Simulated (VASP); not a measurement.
# K (Im-3m) in VASP: further runs

K is run at these levels: revPBE; tasks: single point.

Everything below comes from runs of VASP 6.6.1. Logs are shortened: lines on timing, memory, paths and dates and some standing lists are left out, and cuts for length are marked.

### Step 1. The cell of the first run

The structure is cubic, space group Im-3m (No. 229). The conventional cell has a = 5.421 Å, b = 5.421 Å, c = 5.421 Å, α = 90.00°, β = 90.00°, γ = 90.00°.

### Step 2. Single point, revPBE

File INCAR:

```
  PREC = Accurate
  ENCUT = 520
  EDIFF = 1E-7
  ISMEAR = -1
  SIGMA = 0.1
  LREAL = False
  LASPH = True
  NELM = 100
  ALGO = Normal
  ISIF = 2
  LWAVE = False
  LCHARG = True
  GGA = RE
  LELF = True
  LVHAR = True
  NBANDS = 10
```

File KPOINTS:

```
Automatic mesh
0
Gamma
  9 9 9
```

File POSCAR:

```
K
1.0
   -2.7107253173      2.7107253173      2.7107253173
    2.7107253173     -2.7107253173      2.7107253173
    2.7107253173      2.7107253173     -2.7107253173
K
1
Direct
    0.0000000000      0.0000000000      0.0000000000
```

Potentials or basis: VASP PAW PBE potentials, release 64 (K_sv).

Started as:

```
> cat potpaw_PBE.64/K_sv/POTCAR > POTCAR
> mpirun -np 1 vasp_std > vasp.out
```

OUTCAR:

```text
PREC = Accurate
   ENCUT = 520
   EDIFF = 1E-7
   ISMEAR = -1
   LREAL = False
   LASPH = True
   NELM = 100
   ISIF = 2
   GGA = RE

 ion  position               nearest neighbor table
   1  0.000  0.000  0.000-

  LATTYP: Found a body centered cubic cell.
 ALAT       =     5.4214506346

  Lattice vectors:

 A1 = (  -2.7107253173,   2.7107253173,   2.7107253173)
 A2 = (   2.7107253173,  -2.7107253173,   2.7107253173)
 A3 = (   2.7107253173,   2.7107253173,  -2.7107253173)

Analysis of symmetry for initial positions (statically):
=====================================================================
 Subroutine PRICEL returns:
 Original cell was already a primitive cell.

 Routine SETGRP: Setting up the symmetry group for a
 body centered cubic supercell.

 Subroutine GETGRP returns: Found 48 space group operations
 (whereof 48 operations were pure point group operations)
 out of a pool of 48 trial point group operations.

The static configuration has the point symmetry O_h .

Analysis of symmetry for dynamics (positions and initial velocities):
=====================================================================
 Subroutine PRICEL returns:
 Original cell was already a primitive cell.

 Routine SETGRP: Setting up the symmetry group for a
 body centered cubic supercell.

 Subroutine GETGRP returns: Found 48 space group operations
 (whereof 48 operations were pure point group operations)
 out of a pool of 48 trial point group operations.

The dynamic configuration has the point symmetry O_h .

 Subroutine INISYM returns: Found 48 space group operations
 (whereof 48 operations are pure point group operations),
 and found     1 'primitive' translations

----------------------------------------------------------------------------------------

                                     Primitive cell

  volume of cell :      79.6740

  direct lattice vectors                    reciprocal lattice vectors
    -2.710725317  2.710725317  2.710725317     0.000000000  0.184452477  0.184452477
     2.710725317 -2.710725317  2.710725317     0.184452477  0.000000000  0.184452477
     2.710725317  2.710725317 -2.710725317     0.184452477  0.184452477  0.000000000

  length of vectors
     4.695113975  4.695113975  4.695113975     0.260855195  0.260855195  0.260855195

  position of ions in fractional coordinates (direct lattice)
     0.000000000  0.000000000  0.000000000

  ion indices of the primitive-cell ions
   primitive index   ion index
                 1           1

----------------------------------------------------------------------------------------

 KPOINTS: Automatic mesh

Automatic generation of k-mesh.
 Grid dimensions read from file:
 generate k-points for:    9    9    9

 Generating k-lattice:

  Cartesian coordinates                     Fractional coordinates (reciprocal lattice)
     0.000000000  0.020494720  0.020494720     0.111111111  0.000000000  0.000000000
     0.020494720  0.000000000  0.020494720     0.000000000  0.111111111  0.000000000
     0.020494720  0.020494720  0.000000000     0.000000000  0.000000000  0.111111111

  Length of vectors
     0.028983911  0.028983911  0.028983911

  Shift w.r.t. Gamma in fractional coordinates (k-lattice)
     0.000000000  0.000000000  0.000000000

 Subroutine IBZKPT returns following result:
 ===========================================

 Found     35 irreducible k-points:

 Following reciprocal coordinates:
            Coordinates               Weight
  0.000000  0.000000  0.000000      1.000000
  0.111111  0.000000  0.000000     12.000000
  0.222222  0.000000  0.000000     12.000000
  0.333333  0.000000  0.000000     12.000000
  0.444444  0.000000  0.000000     12.000000
  0.111111  0.111111  0.000000     24.000000
[... 16 lines left out ...]
 -0.333333  0.444444  0.111111     48.000000
 -0.444444 -0.444444  0.111111     24.000000
 [... further k-points ...]
   k-points           NKPTS =     35   k-points in BZ     NKDIM =     35   number of bands    NBANDS=     10
   number of dos      NEDOS =    301   number of ions     NIONS =      1
   total plane-waves  NPLWV =  46656
   dimension x,y,z NGX =    36 NGY =   36 NGZ =   36
   dimension x,y,z NGXF=    72 NGYF=   72 NGZF=   72
   ions per type =               1
   NGX,Y,Z   is equivalent  to a cutoff of  12.75, 12.75, 12.75 a.u.
   NGXF,Y,Z  is equivalent  to a cutoff of  25.49, 25.49, 25.49 a.u.
 SYSTEM =  unknown system
   PREC   = accura    normal or accurate (medium, high low for compatibility)
   ISTART =      0    job   : 0-new  1-cont  2-samecut
   ICHARG =      2    charge: 1-file 2-atom 10-const
   ISPIN  =      1    spin polarized calculation?
   LNONCOLLINEAR =      F non collinear calculations
   LSORBIT =      F    spin-orbit coupling
   LASPH  =      T    aspherical Exc in radial PAW
   ENCUT  =  520.0 eV  38.22 Ry    6.18 a.u.   8.73  8.73  8.73*2*pi/ulx,y,z
   NELM   =    100;   NELMIN=  2; NELMDL= -5     # of ELM steps
   EDIFF  = 0.1E-06   stopping-criterion for ELM
   LREAL  =      F    real-space projection
   EDIFFG = 0.1E-05   stopping-criterion for IOM
   NSW    =      0    number of steps for IOM
   IBRION =     -1    ionic relax: 0-MD 1-quasi-New 2-CG
   NFREE  =      0    steps in history (QN), initial steepest desc. (CG)
   ISIF   =      2    stress and relaxation
   ISYM   =      2    0-nonsym 1-usesym 2-fastsym
   POTIM  = 0.5000    time-step for ionic-motion
   TEBEG  =    0.0;   TEEND  =   0.0 temperature during run
   PSTRESS=    0.0 pullay stress
   NELECT =       9.0000    total number of electrons
   NUPDOWN=      -1.0000    fix difference up-down
   EMIN   =  10.00;   EMAX   =-10.00  energy-range for DOS
   EFERMI =   0.00;   METHOD = LEGACY
   ISMEAR =    -1;   SIGMA  =   0.10  broadening in eV -4-tet -1-fermi 0-gaus
   EFERMI_NEDOS =   21; number of points for ismear=-14 and -15
   IALGO  =     38    algorithm
   IMIX   =      4    mixing-type and parameters
     AMIX     =   0.40;   BMIX     =  1.00
     AMIX_MAG =   1.60;   BMIX_MAG =  1.00
  volume/ion in A,a.u.               =      79.67       537.67
  Fermi-wavevector in a.u.,A,eV,Ry     =   0.791377  1.495486  8.521026  0.626278
  Thomas-Fermi vector in A             =   1.896905
   LORBIT       =      0    0 simple, 1 ext, 2 COOP (PROOUT), +10 PAW based schemes
   GGA     = RE    functional components
   LHFCALC =     F    Hartree Fock is set to
   AEXX    =    0.0000 exact exchange contribution
   IVDW    =     0    specifies the selected vdW correction
   LEPSILON=     F    determine dielectric tensor
   LRPA    =     F    only Hartree local field effects (RPA)
 non-spin polarized calculation
  energy-cutoff  :      520.00
  volume of cell :       79.67
 maximum number of plane-waves:      2160
   NGX = 17   NGY = 17   NGZ = 17

 number of electron       8.9999998 magnetization

 Free energy of the ion-electron system (eV)
  ---------------------------------------------------
  ext. energy  EPLUGINS =         0.00000000
  ---------------------------------------------------
  free energy    TOTEN  =        -0.96168546 eV

  energy without entropy =       -0.93711697  energy(sigma->0) =       -0.94940121

 E-fermi :  -0.1725     XC(G=0):  -5.3472

 val. band max:       -0.2391778427   @ k =  -0.3333   0.4444   0.1111
 cond. band min:      -0.1277692564   @ k =   0.4444   0.0000   0.0000
 fundamental gap:      0.1114085863
 Fermi energy:        -0.1725001810

 k-point     1 :       0.0000    0.0000    0.0000
  band No.  band energies     occupation
      1     -32.4575      2.00000
      2     -15.8800      2.00000
      3     -15.8800      2.00000
      4     -15.8800      2.00000
      5      -2.2184      2.00000
      6       4.0802      0.00000
      7       4.0802      0.00000
      8       4.0802      0.00000
      9       4.9232      0.00000
     10       4.9232      0.00000

 k-point     2 :       0.1111    0.0000    0.0000
  band No.  band energies     occupation
      1     -32.4572      2.00000
      2     -15.8859      2.00000
      3     -15.8820      2.00000
      4     -15.8800      2.00000
      5      -2.0754      2.00000
      6       3.8140      0.00000
      7       3.8900      0.00000
      8       4.1893      0.00000
      9       4.7157      0.00000
     10       4.8811      0.00000

 k-point     3 :       0.2222    0.0000    0.0000
  band No.  band energies     occupation
      1     -32.4564      2.00000
      2     -15.9005      2.00000
      3     -15.8870      2.00000
      4     -15.8800      2.00000
      5      -1.6561      2.00000
      6       2.9536      0.00000
      7       3.5123      0.00000
      8       4.5110      0.00000
      9       4.7295      0.00000
     10       4.8453      0.00000

 k-point     4 :       0.3333    0.0000    0.0000
  band No.  band energies     occupation
      1     -32.4554      2.00000
      2     -15.9170      2.00000
      3     -15.8927      2.00000
      4     -15.8799      2.00000
      5      -0.9898      1.99944
      6       1.9237      0.00000
      7       3.1827      0.00000
      8       4.7548      0.00000
      9       4.9417      0.00000
     10       5.0278      0.00000
[... 222 lines left out ...]
 k-point    22 :      -0.4444    0.4444    0.1111
  band No.  band energies     occupation
      1     -32.4546      2.00000
      2     -15.9262      2.00000
      3     -15.8986      2.00000
      4     -15.8842      2.00000
      5      -0.0063      0.31908
      6       0.9769      0.00002
      7       3.0170      0.00000
      8       3.8825      0.00000
      9       5.2051      0.00000
     10       5.6950      0.00000

 k-point    23 :      -0.3333    0.4444    0.1111
  band No.  band energies     occupation
      1     -32.4545      2.00000
      2     -15.9205      2.00000
      3     -15.9014      2.00000
      4     -15.8879      2.00000
      5      -0.2392      1.32156
      6       1.6085      0.00000
      7       2.6286      0.00000
      8       3.9761      0.00000
      9       4.7993      0.00000
     10       5.3831      0.00000

 k-point    24 :      -0.4444   -0.4444    0.1111
  band No.  band energies     occupation
      1     -32.4543      2.00000
      2     -15.9244      2.00000
      3     -15.9041      2.00000
      4     -15.8879      2.00000
      5       0.6508      0.00053
      6       0.6737      0.00042
      7       2.4996      0.00000
      8       3.9128      0.00000
      9       4.9839      0.00000
     10       5.4010      0.00000

 [... further k-points ...]
[... 5 lines left out ...]
  --------------------------------------------------------------------------------------
  -------------------------------------------------------------------------------------
  Total       -0.0020529     -0.0020529     -0.0020529      0.0000000      0.0000000     -0.0000000
  in kB       -0.0412823     -0.0412823     -0.0412823      0.0000000      0.0000000     -0.0000000
  external PRESSURE =      -0.0412823 kB  Pullay stress =       0.0000000 kB

 VOLUME and BASIS-vectors are now :
 -----------------------------------------------------------------------------
  energy-cutoff  :      520.00
  volume of cell :       79.67
      direct lattice vectors                 reciprocal lattice vectors
    -2.710725317  2.710725317  2.710725317     0.000000000  0.184452477  0.184452477
     2.710725317 -2.710725317  2.710725317     0.184452477  0.000000000  0.184452477
     2.710725317  2.710725317 -2.710725317     0.184452477  0.184452477  0.000000000

 POSITION                                       TOTAL-FORCE (eV/Angst)
 -----------------------------------------------------------------------------------
      0.00000      0.00000      0.00000         0.000000     -0.000000      0.000000
 -----------------------------------------------------------------------------------
    total drift:                               -0.000000      0.000000      0.000000

  FREE ENERGIE OF THE ION-ELECTRON SYSTEM (eV)
  ---------------------------------------------------
  free  energy   TOTEN  =        -0.9616854586 eV

  energy  without entropy=       -0.9371169694  energy(sigma->0) =       -0.94940121
```

Wall time 27 s (1 thread of Intel Xeon 8259CL, shared host); peak memory 0.2 GiB.

What came out:

- Free energy: -0.9617 eV
- Pressure: 0.0 GPa
- Band gap on the k mesh: zero (an odd number of electrons rules out a gap without spin polarisation)

Caveat: the PAW data sets were made with another functional, which shifts forces and pressure a little.

### Step 3. Single point, revPBE (70.11 Å³/atom)

This run uses another cell than the first one, of 70.11 Å³/atom.

File INCAR:

```
  ALGO = Normal
  EDIFF = 1E-7
  ENCUT = 520
  GGA = RE
  ISIF = 2
  ISMEAR = -1
  LASPH = True
  LCHARG = True
  LELF = True
  LREAL = False
  LVHAR = True
  LWAVE = False
  NBANDS = 10
  NELM = 100
  PREC = Accurate
  SIGMA = 0.1
```

File KPOINTS:

```
k-points
0
Gamma
  14 14 14
```

File POSCAR:

```
K
1.0
   -2.5976446225      2.5976446225      2.5976446225
    2.5976446225     -2.5976446225      2.5976446225
    2.5976446225      2.5976446225     -2.5976446225
K
1
Direct
    0.0000000000      0.0000000000      0.0000000000
```

Potentials or basis: VASP PAW PBE potentials, release 64 (K_sv).

Started as:

```
> cat potpaw_PBE.64/K_sv/POTCAR > POTCAR
> mpirun -np 1 vasp_std > vasp.out
```

Run time: 78 s. Hardware: 1 thread of Intel Xeon 8259CL, shared host; peak memory 0.24 GiB.

It converged, with:

- Free energy: -0.9459 eV
- Pressure: 0.5 GPa
- Band gap on the k mesh: zero (an odd number of electrons rules out a gap without spin polarisation)

Levels at points of the mesh, in eV from the Fermi level:
```csv
k point,band 1,band 2,band 3,band 4,band 5,band 6,band 7,band 8,band 9
"(0.00, 0.00, 0.00)",-32.20,-15.61,-15.61,-15.61,-2.22,4.39,4.39,4.39,5.31
"(0.50, 0.00, 0.00)",-32.19,-15.69,-15.64,-15.61,0.46,0.69,3.21,5.02,5.86
"(0.50, 0.50, 0.50)",-32.19,-15.67,-15.67,-15.67,1.63,1.63,3.62,3.62,3.62
```

Caveat: the PAW data sets were made with another functional, which shifts forces and pressure a little.

The gap in the log of VASP goes by the Fermi energy; the results here count the filled bands.